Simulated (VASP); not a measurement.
# RbBr (P4/mmm) in VASP: a series of runs

The runs below take RbBr through single point, with PBE.

Everything below comes from runs of VASP 6.6.1. Logs are shortened: lines on timing, memory, paths and dates and some standing lists are left out, and cuts for length are marked.

## 1. The cell of the first run

It takes space group P4/mmm (No. 123, tetragonal). The conventional cell has a = 4.305 Å, b = 4.305 Å, c = 4.193 Å, α = 90.00°, β = 90.00°, γ = 90.00°. Rb (site symmetry 4/mmm) has 8 Br at 3.70 Å and 6 Rb at 4.19 to 4.30 Å within 4.9 Å. Br (site symmetry 4/mmm) has 8 Rb at 3.70 Å and 6 Br at 4.19 to 4.30 Å within 4.9 Å.

## 2. Single point, PBE (the cell strained)

Input file INCAR:

```
SYSTEM = RbBr
PREC     = Accurate       ! precision mode
ENCUT    = 520            ! plane-wave cutoff, eV
EDIFF    = 1E-7           ! SCF threshold, eV
ISMEAR   = 0              ! smearing method
SIGMA    = 0.05           ! smearing width, eV
LREAL    = .FALSE.        ! projectors in reciprocal space
LASPH    = .TRUE.         ! aspherical terms in the spheres
NELM     = 60             ! most SCF steps
ALGO     = Normal         ! electronic algorithm
ISIF     = 2              ! what is computed and relaxed
LWAVE    = .FALSE.        ! write WAVECAR
LCHARG   = .FALSE.        ! write CHGCAR
GGA      = PE             ! functional
NBANDS   = 15             ! bands
```

Input file KPOINTS:

```
Automatic mesh
0
G
  6 6 6
  0 0 0
```

Input file POSCAR:

```
RbBr
1.0
    4.3048525893      0.0000000000      0.0000000000
    0.0000000000      4.3048525893      0.0000000000
    0.0000000000      0.0000000000      4.1929021031
Rb Br
1 1
Direct
    0.0000000000      0.0000000000      0.0000000000
    0.5000000000      0.5000000000      0.5000000000
```

Potentials or basis: VASP PAW PBE potentials, release 64 (Rb_sv, Br).

On the command line:

```sh
$ cat potpaw_PBE.64/Rb_sv/POTCAR potpaw_PBE.64/Br/POTCAR > POTCAR
$ mpirun -np 1 vasp_std > vasp.out
```

OUTCAR:

```text
SYSTEM = RbBr
   PREC = Accurate
   ENCUT = 520
   EDIFF = 1E-7
   ISMEAR = 0
   LREAL = .FALSE.
   LASPH = .TRUE.
   NELM = 60
   ISIF = 2
   GGA = PE

 ion  position               nearest neighbor table
   1  0.000  0.000  0.000-   2 3.70   2 3.70   2 3.70   2 3.70   2 3.70   2 3.70   2 3.70   2 3.70

   2  0.500  0.500  0.500-   1 3.70   1 3.70   1 3.70   1 3.70   1 3.70   1 3.70   1 3.70   1 3.70

  LATTYP: Found a simple tetragonal cell.
 ALAT       =     4.3048525893
 C/A-ratio  =     0.9739943508

  Lattice vectors:

 A1 = (   4.3048525893,   0.0000000000,   0.0000000000)
 A2 = (   0.0000000000,   4.3048525893,   0.0000000000)
 A3 = (   0.0000000000,   0.0000000000,   4.1929021031)

Analysis of symmetry for initial positions (statically):
=====================================================================
 Subroutine PRICEL returns:
 Original cell was already a primitive cell.

 Routine SETGRP: Setting up the symmetry group for a
 simple tetragonal supercell.

 Subroutine GETGRP returns: Found 16 space group operations
 (whereof 16 operations were pure point group operations)
 out of a pool of 16 trial point group operations.

The static configuration has the point symmetry D_4h.

Analysis of symmetry for dynamics (positions and initial velocities):
=====================================================================
 Subroutine PRICEL returns:
 Original cell was already a primitive cell.

 Routine SETGRP: Setting up the symmetry group for a
 simple tetragonal supercell.

 Subroutine GETGRP returns: Found 16 space group operations
 (whereof 16 operations were pure point group operations)
 out of a pool of 16 trial point group operations.

The dynamic configuration has the point symmetry D_4h.

 Subroutine INISYM returns: Found 16 space group operations
 (whereof 16 operations are pure point group operations),
 and found     1 'primitive' translations

----------------------------------------------------------------------------------------

                                     Primitive cell

  volume of cell :      77.7018

  direct lattice vectors                    reciprocal lattice vectors
     4.304852589  0.000000000  0.000000000     0.232295991  0.000000000  0.000000000
     0.000000000  4.304852589  0.000000000     0.000000000  0.232295991  0.000000000
     0.000000000  0.000000000  4.192902103     0.000000000  0.000000000  0.238498294

  length of vectors
     4.304852589  4.304852589  4.192902103     0.232295991  0.232295991  0.238498294

  position of ions in fractional coordinates (direct lattice)
     0.000000000  0.000000000  0.000000000
     0.500000000  0.500000000  0.500000000

  ion indices of the primitive-cell ions
   primitive index   ion index
                 1           1
                 2           2

----------------------------------------------------------------------------------------

 KPOINTS: Automatic mesh

Automatic generation of k-mesh.
 Grid dimensions read from file:
 generate k-points for:    6    6    6

 Generating k-lattice:

  Cartesian coordinates                     Fractional coordinates (reciprocal lattice)
     0.038715999  0.000000000  0.000000000     0.166666667  0.000000000  0.000000000
     0.000000000  0.038715999  0.000000000     0.000000000  0.166666667  0.000000000
     0.000000000  0.000000000  0.039749716     0.000000000  0.000000000  0.166666667

  Length of vectors
     0.038715999  0.038715999  0.039749716

  Shift w.r.t. Gamma in fractional coordinates (k-lattice)
     0.000000000  0.000000000  0.000000000

 Subroutine IBZKPT returns following result:
 ===========================================

 Found     40 irreducible k-points:

 Following reciprocal coordinates:
            Coordinates               Weight
  0.000000  0.000000  0.000000      1.000000
  0.166667  0.000000  0.000000      4.000000
  0.333333  0.000000  0.000000      4.000000
  0.500000  0.000000  0.000000      2.000000
  0.166667  0.166667  0.000000      4.000000
  0.333333  0.166667  0.000000      8.000000
[... 16 lines left out ...]
  0.333333  0.000000  0.333333      8.000000
  0.500000  0.000000  0.333333      4.000000
 [... further k-points ...]
   k-points           NKPTS =     40   k-points in BZ     NKDIM =     40   number of bands    NBANDS=     15
   number of dos      NEDOS =    301   number of ions     NIONS =      2
   total plane-waves  NPLWV =  32768
   dimension x,y,z NGX =    32 NGY =   32 NGZ =   32
   dimension x,y,z NGXF=    64 NGYF=   64 NGZF=   64
   ions per type =               1   1
   NGX,Y,Z   is equivalent  to a cutoff of  12.36, 12.36, 12.69 a.u.
   NGXF,Y,Z  is equivalent  to a cutoff of  24.72, 24.72, 25.38 a.u.
 SYSTEM =  RbBr
   PREC   = accura    normal or accurate (medium, high low for compatibility)
   ISTART =      0    job   : 0-new  1-cont  2-samecut
   ICHARG =      2    charge: 1-file 2-atom 10-const
   ISPIN  =      1    spin polarized calculation?
   LNONCOLLINEAR =      F non collinear calculations
   LSORBIT =      F    spin-orbit coupling
   LASPH  =      T    aspherical Exc in radial PAW
   ENCUT  =  520.0 eV  38.22 Ry    6.18 a.u.   8.00  8.00  7.80*2*pi/ulx,y,z
   NELM   =     60;   NELMIN=  2; NELMDL= -5     # of ELM steps
   EDIFF  = 0.1E-06   stopping-criterion for ELM
   LREAL  =      F    real-space projection
   EDIFFG = 0.1E-05   stopping-criterion for IOM
   NSW    =      0    number of steps for IOM
   IBRION =     -1    ionic relax: 0-MD 1-quasi-New 2-CG
   NFREE  =      0    steps in history (QN), initial steepest desc. (CG)
   ISIF   =      2    stress and relaxation
   ISYM   =      2    0-nonsym 1-usesym 2-fastsym
   POTIM  = 0.5000    time-step for ionic-motion
   TEBEG  =    0.0;   TEEND  =   0.0 temperature during run
   PSTRESS=    0.0 pullay stress
   NELECT =      16.0000    total number of electrons
   NUPDOWN=      -1.0000    fix difference up-down
   EMIN   =  10.00;   EMAX   =-10.00  energy-range for DOS
   EFERMI =   0.00;   METHOD = LEGACY
   ISMEAR =     0;   SIGMA  =   0.05  broadening in eV -4-tet -1-fermi 0-gaus
   EFERMI_NEDOS =   21; number of points for ismear=-14 and -15
   IALGO  =     38    algorithm
   IMIX   =      4    mixing-type and parameters
     AMIX     =   0.40;   BMIX     =  1.00
     AMIX_MAG =   1.60;   BMIX_MAG =  1.00
  volume/ion in A,a.u.               =      38.85       262.18
  Fermi-wavevector in a.u.,A,eV,Ry     =   0.966728  1.826851 12.715508  0.934563
  Thomas-Fermi vector in A             =   2.096554
   LORBIT       =      0    0 simple, 1 ext, 2 COOP (PROOUT), +10 PAW based schemes
   GGA     = PE    functional components
   LHFCALC =     F    Hartree Fock is set to
   AEXX    =    0.0000 exact exchange contribution
   IVDW    =     0    specifies the selected vdW correction
   LEPSILON=     F    determine dielectric tensor
   LRPA    =     F    only Hartree local field effects (RPA)
 non-spin polarized calculation
 Gauss-broadening in eV      SIGMA  =   0.05
  energy-cutoff  :      520.00
  volume of cell :       77.70
 maximum number of plane-waves:      2124
   NGX = 17   NGY = 17   NGZ = 15

 number of electron      15.9999999 magnetization

 Free energy of the ion-electron system (eV)
  ---------------------------------------------------
  ext. energy  EPLUGINS =         0.00000000
  ---------------------------------------------------
  free energy    TOTEN  =        -5.99525480 eV

  energy without entropy =       -5.99525480  energy(sigma->0) =       -5.99525480

 E-fermi :  -0.8345     XC(G=0):  -7.5076

 val. band max:       -1.0428106444   @ k =   0.5000   0.5000   0.0000
 cond. band min:       2.6485431066   @ k =   0.0000   0.0000   0.0000
 fundamental gap:      3.6913537510
 Fermi energy:        -0.8344965817

 k-point     1 :       0.0000    0.0000    0.0000
  band No.  band energies     occupation
      1     -26.3869      2.00000
      2     -13.5763      2.00000
      3     -10.3880      2.00000
      4     -10.3880      2.00000
      5     -10.3756      2.00000
      6      -1.2980      2.00000
      7      -1.2980      2.00000
      8      -1.1771      2.00000
      9       2.6485      0.00000
     10       4.5105      0.00000
     11       4.6017      0.00000
     12       8.3943      0.00000
     13       8.5961      0.00000
     14       8.5961      0.00000
     15      10.9818      0.00000

 k-point     2 :       0.1667    0.0000    0.0000
  band No.  band energies     occupation
      1     -26.3840      2.00000
      2     -13.5740      2.00000
      3     -10.4136      2.00000
      4     -10.3804      2.00000
      5     -10.3686      2.00000
      6      -1.7015      2.00000
      7      -1.3102      2.00000
      8      -1.1851      2.00000
      9       3.2367      0.00000
     10       4.7642      0.00000
     11       5.0104      0.00000
     12       8.3048      0.00000
     13       8.4812      0.00000
     14       8.7257      0.00000
     15       9.9358      0.00000

 k-point     3 :       0.3333    0.0000    0.0000
  band No.  band energies     occupation
      1     -26.3782      2.00000
      2     -13.5705      2.00000
      3     -10.4606      2.00000
      4     -10.3651      2.00000
      5     -10.3544      2.00000
      6      -2.3241      2.00000
      7      -1.3355      2.00000
      8      -1.2020      2.00000
      9       4.4700      0.00000
     10       5.2781      0.00000
     11       5.9092      0.00000
     12       8.2739      0.00000
     13       8.3873      0.00000
     14       8.3924      0.00000
     15       9.0389      0.00000

 k-point     4 :       0.5000    0.0000    0.0000
  band No.  band energies     occupation
      1     -26.3752      2.00000
      2     -13.5693      2.00000
      3     -10.4820      2.00000
      4     -10.3574      2.00000
      5     -10.3473      2.00000
      6      -2.5829      2.00000
      7      -1.3487      2.00000
      8      -1.2109      2.00000
      9       5.5230      0.00000
     10       5.6634      0.00000
     11       5.9649      0.00000
     12       7.5897      0.00000
     13       8.3870      0.00000
     14       8.4345      0.00000
     15       9.2421      0.00000
[... 307 lines left out ...]
 k-point    22 :       0.1667    0.0000    0.3333
  band No.  band energies     occupation
      1     -26.3722      2.00000
      2     -13.5329      2.00000
      3     -10.5183      2.00000
      4     -10.4056      2.00000
      5     -10.3543      2.00000
      6      -2.2183      2.00000
      7      -1.5434      2.00000
      8      -1.2868      2.00000
      9       4.6402      0.00000
     10       5.3943      0.00000
     11       6.2985      0.00000
     12       7.5851      0.00000
     13       7.6794      0.00000
     14       8.4835      0.00000
     15       9.1051      0.00000

 k-point    23 :       0.3333    0.0000    0.3333
  band No.  band energies     occupation
      1     -26.3667      2.00000
      2     -13.4866      2.00000
      3     -10.5618      2.00000
      4     -10.4975      2.00000
      5     -10.3424      2.00000
      6      -2.0891      2.00000
      7      -1.8849      2.00000
      8      -1.2278      2.00000
      9       4.6469      0.00000
     10       5.2533      0.00000
     11       7.0150      0.00000
     12       7.3129      0.00000
     13       7.5711      0.00000
     14       7.6641      0.00000
     15       9.4388      0.00000

 k-point    24 :       0.5000    0.0000    0.3333
  band No.  band energies     occupation
      1     -26.3640      2.00000
      2     -13.4630      2.00000
      3     -10.5682      2.00000
      4     -10.5578      2.00000
      5     -10.3364      2.00000
      6      -2.1689      2.00000
      7      -1.8854      2.00000
      8      -1.1976      2.00000
      9       4.5486      0.00000
     10       5.1379      0.00000
     11       6.9565      0.00000
     12       7.0545      0.00000
     13       7.5513      0.00000
     14       8.5645      0.00000
     15       9.8025      0.00000

 [... further k-points ...]

------------------------ aborting loop because EDIFF is reached ----------------------------------------

  FORCE on cell =-STRESS in cart. coord.  units (eV):
  Direction    XX          YY          ZZ          XY          YZ          ZX
  --------------------------------------------------------------------------------------
  -------------------------------------------------------------------------------------
  Total       -0.4019818     -0.4019818     -0.0594061      0.0000000      0.0000000     -0.0000000
  in kB       -8.2886869     -8.2886869     -1.2249272      0.0000000      0.0000000     -0.0000000
  external PRESSURE =      -5.9341003 kB  Pullay stress =       0.0000000 kB

 VOLUME and BASIS-vectors are now :
 -----------------------------------------------------------------------------
  energy-cutoff  :      520.00
  volume of cell :       77.70
      direct lattice vectors                 reciprocal lattice vectors
     4.304852589  0.000000000  0.000000000     0.232295991  0.000000000  0.000000000
     0.000000000  4.304852589  0.000000000     0.000000000  0.232295991  0.000000000
     0.000000000  0.000000000  4.192902103     0.000000000  0.000000000  0.238498294

 POSITION                                       TOTAL-FORCE (eV/Angst)
 -----------------------------------------------------------------------------------
      0.00000      0.00000      0.00000         0.000000      0.000000      0.000000
      2.15243      2.15243      2.09645         0.000000      0.000000      0.000000
 -----------------------------------------------------------------------------------
    total drift:                                0.000000      0.000000     -0.000000

  FREE ENERGIE OF THE ION-ELECTRON SYSTEM (eV)
  ---------------------------------------------------
  free  energy   TOTEN  =        -5.9952548019 eV

  energy  without entropy=       -5.9952548019  energy(sigma->0) =       -5.99525480
```

It took 25 s on 1 thread of Intel Xeon Platinum 8488C (Sapphire Rapids), shared host; peak memory 0.19 GiB.

What came out:

- Free energy: -5.9953 eV
- Pressure: -0.6 GPa
- Band gap on the k mesh: 3.69 eV (least direct gap 3.83 eV)

Levels at points of the mesh, in eV from the valence-band top:
```csv
k point,band 5,band 6,band 7,band 8,band 9,band 10,band 11,band 12
"(0.00, 0.00, 0.00)",-9.33,-0.26,-0.26,-0.13,3.69,5.55,5.64,9.44
"(0.50, 0.00, 0.00)",-9.30,-1.54,-0.31,-0.17,6.57,6.71,7.01,8.63
"(0.50, 0.50, 0.00)",-9.28,-1.00,-1.00,0.00,5.12,6.16,7.96,7.96
"(0.00, 0.00, 0.50)",-9.31,-1.55,-0.28,-0.28,6.59,6.81,7.12,8.58
"(0.50, 0.00, 0.50)",-9.29,-1.03,-0.98,-0.10,5.21,5.99,7.68,7.77
"(0.50, 0.50, 0.50)",-9.49,-1.20,-1.17,-1.17,7.80,7.80,7.87,8.73
```

Caveat: the cell differs from its parent crystal (the cell strained). A k mesh can miss the band edges.

## 3. Single point, PBE (the cell strained)

Input file INCAR:

```
PREC = Accurate ; ENCUT = 520
EDIFF = 1E-6 ; ISMEAR = 0
SIGMA = 0.05 ; LREAL = False
LASPH = True ; NELM = 60
ALGO = Normal ; ISIF = 2
LWAVE = False ; LCHARG = False
GGA = PE ; NBANDS = 15
```

Input file KPOINTS:

```
regular mesh
0
Gamma
  6 6 6
```

Input file POSCAR:

```
RbBr
1.0
    4.3606181872      0.0000000000      0.0000000000
    0.0000000000      4.3606181872      0.0000000000
    0.0000000000      0.0000000000      4.1929021031
Rb Br
1 1
Direct
    0.0000000000      0.0000000000      0.0000000000
    0.5000000000      0.5000000000      0.5000000000
```

Potentials or basis: VASP PAW PBE potentials, release 64 (Rb_sv, Br).

On the command line:

```sh
$ cat potpaw_PBE.64/Rb_sv/POTCAR potpaw_PBE.64/Br/POTCAR > POTCAR
$ mpirun -np 1 vasp_std > vasp.out
```

It took 27 s on 1 thread of Intel Xeon Platinum 8488C (Sapphire Rapids), shared host; peak memory 0.19 GiB.

The run converged. Its results:

```
Free energy            : -5.9824 eV
Pressure               : -0.9 GPa
Band gap on the k mesh : 3.58 eV (least direct gap 3.71 eV)
```

Stress tensor (GPa, compression positive):
```
-1.20  0.00  0.00
 0.00 -1.20  0.00
 0.00  0.00 -0.17
```

Levels at points of the mesh, in eV from the valence-band top:
```tsv
k point	band 4	band 5	band 6	band 7	band 8	band 9	band 10	band 11	band 12	band 13
(0.00, 0.00, 0.00)	-9.44	-9.42	-0.30	-0.30	-0.13	3.58	5.51	5.65	9.27	9.56
(0.50, 0.00, 0.00)	-9.41	-9.39	-1.51	-0.35	-0.15	6.42	6.58	6.88	8.60	9.31
(0.50, 0.50, 0.00)	-9.62	-9.38	-1.01	-1.01	0.00	5.03	6.15	7.97	7.97	9.69
(0.00, 0.00, 0.50)	-9.40	-9.40	-1.52	-0.31	-0.31	6.45	6.78	7.00	8.52	9.07
(0.50, 0.00, 0.50)	-9.61	-9.38	-1.04	-0.97	-0.15	5.17	5.90	7.56	7.69	9.70
(0.50, 0.50, 0.50)	-9.56	-9.56	-1.19	-1.14	-1.14	7.67	7.67	7.77	8.53	8.53
```

Caveat: the cell differs from its parent crystal (the cell strained). A k mesh can miss the band edges.
